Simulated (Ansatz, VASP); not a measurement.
# Two plane-wave programs on Ti

Contents of INCAR:

```
SYSTEM = Ti
PREC     = Accurate       ! precision mode
ENCUT    = 520            ! plane-wave cutoff, eV
EDIFF    = 1E-7           ! SCF threshold, eV
ISMEAR   = 0              ! smearing method
SIGMA    = 0.15           ! smearing width, eV
LREAL    = .FALSE.        ! projectors in reciprocal space
LASPH    = .TRUE.         ! aspherical terms in the spheres
NELM     = 80             ! most SCF steps
ALGO     = Fast           ! electronic algorithm
ISIF     = 2              ! what is computed and relaxed
LWAVE    = .FALSE.        ! write WAVECAR
LCHARG   = .FALSE.        ! write CHGCAR
GGA      = PE             ! functional
NBANDS   = 19             ! bands
```

Contents of KPOINTS:

```
regular mesh
0
G
  24 24 14
  0 0 0
```

The input POSCAR:

```
Ti
1.0
    3.0559963837      0.0000000000      0.0000000000
   -1.5279981918      2.6465705022      0.0000000000
    0.0000000000      0.0000000000      5.0226847358
Ti
2
Direct
    0.3333333333      0.6666666667      0.2500000000
    0.6666666667      0.3333333333      0.7500000000
```

Input for Ansatz:

```yaml
crystal:
  lattice:
    - [3.0559963837, 0.0, 0.0]
    - [-1.5279981918, 2.6465705022, 0.0]
    - [0.0, 0.0, 5.0226847358]
  atoms:
    - { symbol: Ti, position: [0.3333333333, 0.6666666667, 0.25] }
    - { symbol: Ti, position: [0.6666666667, 0.3333333333, 0.75] }
basis:
  ecutwfc: 420
kpoints:
  mp_grid: { grid: [24, 24, 14] }
hamiltonian:
  xc: pbe
scf:
  occupations: { method: gaussian, width: 0.15 }
output:
  forces: true
  stress: true
  eigenvalues: true
```

Change from the starting cell: strain +0.040 along x and y, +0.080 along z, atoms carried along.

Alike in both runs: task single point; functional PBE; k mesh 24 × 24 × 14; occupations gaussian, width 0.15 eV; no spin polarisation.

|  | VASP | Ansatz |
| --- | --- | --- |
| version | VASP 6.6.1 | Ansatz 0.2.0 |
| potentials or method | VASP PAW PBE potentials, release 64 (Ti_sv), cutoff 520 eV | scalar-relativistic, plane waves, PAW |
| valence electrons in the cell | 24 | 24 |

```csv
,VASP,Ansatz,Ansatz less VASP
gap on the k mesh at the Fermi level (eV),none,none,-
pressure (GPa),-13.1,-13.0,+0.09
"traceless stress, the component that is largest in VASP (GPa)",-2.15,-2.16,-0.013
```

A gap of «none» marks a metal or a gap that the smearing closes.
